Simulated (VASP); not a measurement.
Crystal: Ir3Os.

```
Os Ir
1.0
     3.84807    0.00000    0.00000
     0.00000    3.84807    0.00000
     0.00000    0.00000    3.84807
Os Ir
1 3
Direct
  0.00000 0.00000 0.00000
  0.00000 0.50000 0.50000
  0.50000 0.50000 0.00000
  0.50000 0.00000 0.50000
```

* Program: VASP 6.6.1
* Task: relaxation of volume and atoms at fixed shape
* Functional: PBEsol
* Potentials or basis: VASP PAW PBE potentials, release 64 (Os, Ir)
* Cutoff: 600 eV
* k mesh: 7 × 7 × 7
* Occupations: fermi-dirac, width 0.05 eV
* Spin: no spin polarisation

At the start: pressure -5.4 GPa; volume 14.25 Å³/atom.

Task: How do energy, volume and symmetry change on relaxing?

Result: Over 3 steps the energy falls by 3.4 meV/atom and the volume is 14.05 Å³/atom (-1.4 %); space group Pm-3m (No. 221, to 0.05 Å).

Step by step:
```csv
step,energy change (eV),largest force (eV/Å),pressure (GPa),volume (Å³)
1,0.0000,0.0000,-5.41,56.98
2,0.2238,0.0000,26.09,53.10
3,-0.0136,0.0000,-0.12,56.21
```

Final structure:
```
Os Ir
1.0
     3.83063    0.00000    0.00000
     0.00000    3.83063    0.00000
     0.00000    0.00000    3.83063
Os Ir
1 3
Direct
  0.00000 0.00000 0.00000
  0.00000 0.50000 0.50000
  0.50000 0.50000 0.00000
  0.50000 0.00000 0.50000
```

Caveat: the PAW data sets were made with another functional, which shifts forces and pressure a little.
